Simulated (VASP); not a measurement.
# ScCu (Pm-3m) in VASP: further runs

Runs on ScCu. Level: LDA. Tasks: single point, relaxation of volume and atoms at fixed shape.

Everything below comes from runs of VASP 6.6.1. Logs are shortened: lines on timing, memory, paths and dates and some standing lists are left out, and cuts for length are marked.

## (1) The cell of the first run

The structure is cubic, space group Pm-3m (No. 221). Conventional cell: a = 3.166 Å, b = 3.166 Å, c = 3.166 Å, α = 90.00°, β = 90.00°, γ = 90.00°. Sc (site symmetry m-3m) has 8 Cu at 2.74 Å and 6 Sc at 3.17 Å within 3.6 Å. Within 3.6 Å of Cu (site symmetry m-3m) lie 8 Sc at 2.74 Å and 6 Cu at 3.17 Å.

## (2) Single point, LDA

Contents of INCAR:

```
ALGO = Normal
EDIFF = 1E-6
ENCUT = 520
ISIF = 2
ISMEAR = -1
LASPH = T
LCHARG = T
LELF = T
LREAL = F
LVHAR = T
LWAVE = F
NBANDS = 18
NELM = 60
PREC = Accurate
SIGMA = 0.1
```

Contents of KPOINTS:

```
k-points
0
Gamma
  8 8 8
```

Contents of POSCAR:

```
ScCu
1.0
    3.1664146007      0.0000000000      0.0000000000
    0.0000000000      3.1664146007      0.0000000000
    0.0000000000      0.0000000000      3.1664146007
Sc Cu
1 1
Direct
    0.5000000000      0.5000000000      0.5000000000
    0.0000000000      0.0000000000      0.0000000000
```

Potentials or basis: VASP PAW LDA potentials, release 64 (Sc_sv, Cu).

Command:

```bash
cat potpaw_LDA.64/Sc_sv/POTCAR potpaw_LDA.64/Cu/POTCAR > POTCAR
mpirun -np 1 vasp_std > vasp.out
```

OUTCAR:

```text
EDIFF = 1E-6
   ENCUT = 520
   ISIF = 2
   ISMEAR = -1
   LASPH = T
   LREAL = F
   NELM = 60
   PREC = Accurate

 ion  position               nearest neighbor table
   1  0.500  0.500  0.500-   2 2.74   2 2.74   2 2.74   2 2.74   2 2.74   2 2.74   2 2.74   2 2.74

   2  0.000  0.000  0.000-   1 2.74   1 2.74   1 2.74   1 2.74   1 2.74   1 2.74   1 2.74   1 2.74

  LATTYP: Found a simple cubic cell.
 ALAT       =     3.1664146007

  Lattice vectors:

 A1 = (   3.1664146007,   0.0000000000,   0.0000000000)
 A2 = (   0.0000000000,   3.1664146007,   0.0000000000)
 A3 = (   0.0000000000,   0.0000000000,   3.1664146007)

Analysis of symmetry for initial positions (statically):
=====================================================================
 Subroutine PRICEL returns:
 Original cell was already a primitive cell.

 Routine SETGRP: Setting up the symmetry group for a
 simple cubic supercell.

 Subroutine GETGRP returns: Found 48 space group operations
 (whereof 48 operations were pure point group operations)
 out of a pool of 48 trial point group operations.

The static configuration has the point symmetry O_h .

Analysis of symmetry for dynamics (positions and initial velocities):
=====================================================================
 Subroutine PRICEL returns:
 Original cell was already a primitive cell.

 Routine SETGRP: Setting up the symmetry group for a
 simple cubic supercell.

 Subroutine GETGRP returns: Found 48 space group operations
 (whereof 48 operations were pure point group operations)
 out of a pool of 48 trial point group operations.

The dynamic configuration has the point symmetry O_h .

 Subroutine INISYM returns: Found 48 space group operations
 (whereof 48 operations are pure point group operations),
 and found     1 'primitive' translations

----------------------------------------------------------------------------------------

                                     Primitive cell

  volume of cell :      31.7470

  direct lattice vectors                    reciprocal lattice vectors
     3.166414601  0.000000000  0.000000000     0.315814612  0.000000000  0.000000000
     0.000000000  3.166414601  0.000000000     0.000000000  0.315814612  0.000000000
     0.000000000  0.000000000  3.166414601     0.000000000  0.000000000  0.315814612

  length of vectors
     3.166414601  3.166414601  3.166414601     0.315814612  0.315814612  0.315814612

  position of ions in fractional coordinates (direct lattice)
     0.500000000  0.500000000  0.500000000
     0.000000000  0.000000000  0.000000000

  ion indices of the primitive-cell ions
   primitive index   ion index
                 1           1
                 2           2

----------------------------------------------------------------------------------------

 KPOINTS: k-points

Automatic generation of k-mesh.
 Grid dimensions read from file:
 generate k-points for:    8    8    8

 Generating k-lattice:

  Cartesian coordinates                     Fractional coordinates (reciprocal lattice)
     0.039476827  0.000000000  0.000000000     0.125000000  0.000000000  0.000000000
     0.000000000  0.039476827  0.000000000     0.000000000  0.125000000  0.000000000
     0.000000000  0.000000000  0.039476827     0.000000000  0.000000000  0.125000000

  Length of vectors
     0.039476827  0.039476827  0.039476827

  Shift w.r.t. Gamma in fractional coordinates (k-lattice)
     0.000000000  0.000000000  0.000000000

 Subroutine IBZKPT returns following result:
 ===========================================

 Found     35 irreducible k-points:

 Following reciprocal coordinates:
            Coordinates               Weight
  0.000000  0.000000  0.000000      1.000000
  0.125000  0.000000  0.000000      6.000000
  0.250000  0.000000  0.000000      6.000000
  0.375000  0.000000  0.000000      6.000000
  0.500000  0.000000  0.000000      3.000000
  0.125000  0.125000  0.000000     12.000000
[... 16 lines left out ...]
  0.375000  0.375000  0.125000     24.000000
  0.500000  0.375000  0.125000     24.000000
 [... further k-points ...]
   k-points           NKPTS =     35   k-points in BZ     NKDIM =     35   number of bands    NBANDS=     18
   number of dos      NEDOS =    301   number of ions     NIONS =      2
   total plane-waves  NPLWV =  13824
   dimension x,y,z NGX =    24 NGY =   24 NGZ =   24
   dimension x,y,z NGXF=    48 NGYF=   48 NGZF=   48
   ions per type =               1   1
   NGX,Y,Z   is equivalent  to a cutoff of  12.60, 12.60, 12.60 a.u.
   NGXF,Y,Z  is equivalent  to a cutoff of  25.20, 25.20, 25.20 a.u.
 SYSTEM =  unknown system
   PREC   = accura    normal or accurate (medium, high low for compatibility)
   ISTART =      0    job   : 0-new  1-cont  2-samecut
   ICHARG =      2    charge: 1-file 2-atom 10-const
   ISPIN  =      1    spin polarized calculation?
   LNONCOLLINEAR =      F non collinear calculations
   LSORBIT =      F    spin-orbit coupling
   LASPH  =      T    aspherical Exc in radial PAW
   ENCUT  =  520.0 eV  38.22 Ry    6.18 a.u.   5.89  5.89  5.89*2*pi/ulx,y,z
   NELM   =     60;   NELMIN=  2; NELMDL= -5     # of ELM steps
   EDIFF  = 0.1E-05   stopping-criterion for ELM
   LREAL  =      F    real-space projection
   EDIFFG = 0.1E-04   stopping-criterion for IOM
   NSW    =      0    number of steps for IOM
   IBRION =     -1    ionic relax: 0-MD 1-quasi-New 2-CG
   NFREE  =      0    steps in history (QN), initial steepest desc. (CG)
   ISIF   =      2    stress and relaxation
   ISYM   =      2    0-nonsym 1-usesym 2-fastsym
   POTIM  = 0.5000    time-step for ionic-motion
   TEBEG  =    0.0;   TEEND  =   0.0 temperature during run
   PSTRESS=    0.0 pullay stress
   NELECT =      22.0000    total number of electrons
   NUPDOWN=      -1.0000    fix difference up-down
   EMIN   =  10.00;   EMAX   =-10.00  energy-range for DOS
   EFERMI =   0.00;   METHOD = LEGACY
   ISMEAR =    -1;   SIGMA  =   0.10  broadening in eV -4-tet -1-fermi 0-gaus
   EFERMI_NEDOS =   21; number of points for ismear=-14 and -15
   IALGO  =     38    algorithm
   IMIX   =      4    mixing-type and parameters
     AMIX     =   0.40;   BMIX     =  1.00
     AMIX_MAG =   1.60;   BMIX_MAG =  1.00
  volume/ion in A,a.u.               =      15.87       107.12
  Fermi-wavevector in a.u.,A,eV,Ry     =   1.448709  2.737664 28.555349  2.098759
  Thomas-Fermi vector in A             =   2.566519
   LORBIT       =      0    0 simple, 1 ext, 2 COOP (PROOUT), +10 PAW based schemes
   GGA     = CA    functional components
   LHFCALC =     F    Hartree Fock is set to
   AEXX    =    0.0000 exact exchange contribution
   IVDW    =     0    specifies the selected vdW correction
   LEPSILON=     F    determine dielectric tensor
   LRPA    =     F    only Hartree local field effects (RPA)
 non-spin polarized calculation
  energy-cutoff  :      520.00
  volume of cell :       31.75
 maximum number of plane-waves:       876
 NGX is ok and might be reduce to    24
   NGX = 11   NGY = 11   NGZ = 11

 number of electron      22.0000038 magnetization

 Free energy of the ion-electron system (eV)
  ---------------------------------------------------
  ext. energy  EPLUGINS =         0.00000000
  ---------------------------------------------------
  free energy    TOTEN  =       -11.99448678 eV

  energy without entropy =      -11.94587896  energy(sigma->0) =      -11.97018287

 E-fermi :   6.0334     XC(G=0): -11.8461

 val. band max:        5.8285676300   @ k =   0.5000   0.5000   0.1250
 cond. band min:       6.0762344452   @ k =   0.5000   0.2500   0.2500
 fundamental gap:      0.2476668152
 Fermi energy:         6.0334041185

 k-point     1 :       0.0000    0.0000    0.0000
  band No.  band energies     occupation
      1     -42.8746      2.00000
      2     -21.7166      2.00000
      3     -21.7166      2.00000
      4     -21.7166      2.00000
      5      -1.3800      2.00000
      6       1.7798      2.00000
[... 10 lines left out ...]
     17      13.2306      0.00000
     18      13.2306      0.00000

 k-point     2 :       0.1250    0.0000    0.0000
  band No.  band energies     occupation
      1     -42.8698      2.00000
      2     -21.7653      2.00000
      3     -21.7127      2.00000
      4     -21.7127      2.00000
      5      -1.1060      2.00000
      6       1.8421      2.00000
[... 10 lines left out ...]
     17      13.9286      0.00000
     18      13.9286      0.00000

 k-point     3 :       0.2500    0.0000    0.0000
  band No.  band energies     occupation
      1     -42.8581      2.00000
      2     -21.8811      2.00000
      3     -21.7033      2.00000
      4     -21.7033      2.00000
      5      -0.3278      2.00000
      6       2.0001      2.00000
[... 10 lines left out ...]
     17      15.4819      0.00000
     18      15.4819      0.00000

 k-point     4 :       0.3750    0.0000    0.0000
  band No.  band energies     occupation
      1     -42.8463      2.00000
      2     -21.9947      2.00000
      3     -21.6939      2.00000
      4     -21.6939      2.00000
      5       0.7861      2.00000
      6       2.1709      2.00000
[... 375 lines left out ...]
      4     -21.7191      2.00000
      5       1.7667      2.00000
      6       2.0332      2.00000
[... 10 lines left out ...]
     17      14.5208      0.00000
     18      16.1411      0.00000

 k-point    23 :       0.3750    0.3750    0.1250
  band No.  band energies     occupation
      1     -42.8150      2.00000
      2     -21.9508      2.00000
      3     -21.9446      2.00000
      4     -21.7127      2.00000
      5       1.6374      2.00000
      6       1.9672      2.00000
[... 10 lines left out ...]
     17      13.1371      0.00000
     18      15.3619      0.00000

 k-point    24 :       0.5000    0.3750    0.1250
  band No.  band energies     occupation
      1     -42.8104      2.00000
      2     -21.9909      2.00000
      3     -21.9408      2.00000
      4     -21.7081      2.00000
      5       1.6812      2.00000
      6       1.8847      2.00000
[... 10 lines left out ...]
     17      13.2668      0.00000
     18      14.4760      0.00000

 [... further k-points ...]

------------------------ aborting loop because EDIFF is reached ----------------------------------------

  FORCE on cell =-STRESS in cart. coord.  units (eV):
  Direction    XX          YY          ZZ          XY          YZ          ZX
  --------------------------------------------------------------------------------------
  -------------------------------------------------------------------------------------
  Total        0.1367573      0.1367573      0.1367573      0.0000000      0.0000000      0.0000000
  in kB        6.9017246      6.9017246      6.9017246      0.0000000      0.0000000      0.0000000
  external PRESSURE =       6.9017246 kB  Pullay stress =       0.0000000 kB

 VOLUME and BASIS-vectors are now :
 -----------------------------------------------------------------------------
  energy-cutoff  :      520.00
  volume of cell :       31.75
      direct lattice vectors                 reciprocal lattice vectors
     3.166414601  0.000000000  0.000000000     0.315814612  0.000000000  0.000000000
     0.000000000  3.166414601  0.000000000     0.000000000  0.315814612  0.000000000
     0.000000000  0.000000000  3.166414601     0.000000000  0.000000000  0.315814612

 POSITION                                       TOTAL-FORCE (eV/Angst)
 -----------------------------------------------------------------------------------
      1.58321      1.58321      1.58321         0.000000      0.000000      0.000000
      0.00000      0.00000      0.00000         0.000000      0.000000      0.000000
 -----------------------------------------------------------------------------------
    total drift:                                0.000000      0.000000     -0.000000

  FREE ENERGIE OF THE ION-ELECTRON SYSTEM (eV)
  ---------------------------------------------------
  free  energy   TOTEN  =       -11.9944867818 eV

  energy  without entropy=      -11.9458789625  energy(sigma->0) =      -11.97018287
```

Run time: 16 s. Hardware: 1 thread of AMD EPYC 7R13, shared host; peak memory 0.11 GiB.

Results:

| Property | Result |
| --- | --- |
| Free energy | -11.9945 eV |
| Pressure | 0.7 GPa |
| Band gap on the k mesh | zero (bands 11 and 12 overlap by 2.15 eV) |

Levels at points of the mesh, in eV from the Fermi level:
| k point | band 8 | band 9 | band 10 | band 11 | band 12 | band 13 | band 14 | band 15 |
| --- | --- | --- | --- | --- | --- | --- | --- | --- |
| (0.00, 0.00, 0.00) | -3.29 | -3.29 | -3.29 | 0.47 | 0.47 | 3.42 | 3.42 | 3.42 |
| (0.50, 0.00, 0.00) | -3.41 | -3.41 | -3.18 | -2.20 | 0.17 | 1.41 | 1.41 | 3.30 |
| (0.50, 0.50, 0.00) | -3.66 | -2.91 | -1.96 | 0.25 | 0.25 | 0.92 | 2.69 | 2.69 |
| (0.50, 0.50, 0.50) | -2.89 | -2.89 | -1.68 | -1.68 | -1.68 | 3.41 | 4.21 | 4.21 |

## (3) Relaxation of volume and atoms at fixed shape, LDA

This run uses another cell than the first one, of 17.26 Å³/atom.

Contents of INCAR:

```
PREC = Accurate
ENCUT = 600
EDIFF = 1E-7
ISMEAR = -1
SIGMA = 0.1
LREAL = False
LASPH = True
NELM = 100
ALGO = Normal
ISIF = 8
LWAVE = False
LCHARG = False
GGA = CA
IBRION = 2
NSW = 60
EDIFFG = -0.01
```

Contents of KPOINTS:

```
regular mesh
0
Gamma
  8 8 8
```

Contents of POSCAR:

```
ScCu
1.0
    3.2560000000      0.0000000000      0.0000000000
    0.0000000000      3.2560000000      0.0000000000
    0.0000000000      0.0000000000      3.2560000000
Sc Cu
1 1
Direct
    0.5000000000      0.5000000000      0.5000000000
    0.0000000000      0.0000000000      0.0000000000
```

Potentials or basis: VASP PAW LDA potentials, release 64 (Sc_sv, Cu).

Command:

```bash
cat potpaw_LDA.64/Sc_sv/POTCAR potpaw_LDA.64/Cu/POTCAR > POTCAR
mpirun -np 1 vasp_std > vasp.out
```

It took 70 s on 1 thread of AMD EPYC 7R13, shared host; peak memory 0.13 GiB.

It converged, with:

* Free energy: -11.9953 eV
* Relaxed volume: 15.96 Å³/atom
* Relaxed cell: a = 3.172 Å, b = 3.172 Å, c = 3.172 Å, α = 90.00°, β = 90.00°, γ = 90.00°
* Space group after relaxing (to 0.1 Å): Pm-3m (No. 221)
* Energy gained by relaxing: 30.7 meV/atom
* Ionic steps: 3
* Pressure after relaxing: 0.0 GPa
* Band gap on the k mesh: zero (bands 11 and 12 overlap by 2.14 eV)

The path:
```
step  energy change (eV)  largest force (eV/Å)  pressure (GPa)  volume (Å³)
   1              0.0000                0.0000           -7.03        34.52
   2             -0.0492                0.0000            3.82        30.87
   3             -0.0613                0.0000            0.01        31.91
```

Final structure:
```xyz
2
Lattice="3.1720 0.0000 0.0000 0.0000 3.1720 0.0000 0.0000 0.0000 3.1720" Properties=species:S:1:pos:R:3 pbc="T T T"
Sc    1.5860    1.5860    1.5860
Cu    0.0000    0.0000    0.0000
```

Levels at points of the mesh, in eV from the Fermi level:
| k point | band 9 | band 10 | band 11 | band 12 | band 13 | band 14 |
| --- | --- | --- | --- | --- | --- | --- |
| (0.00, 0.00, 0.00) | -3.28 | -3.28 | 0.47 | 0.47 | 3.40 | 3.40 |
| (0.50, 0.00, 0.00) | -3.39 | -3.16 | -2.20 | 0.18 | 1.41 | 1.41 |
| (0.50, 0.50, 0.00) | -2.90 | -1.95 | 0.24 | 0.24 | 0.91 | 2.68 |
| (0.50, 0.50, 0.50) | -2.88 | -1.67 | -1.67 | -1.67 | 3.39 | 4.18 |

LDA usually gives volumes a few per cent too small. Zero-point motion and thermal expansion aren't in these numbers.
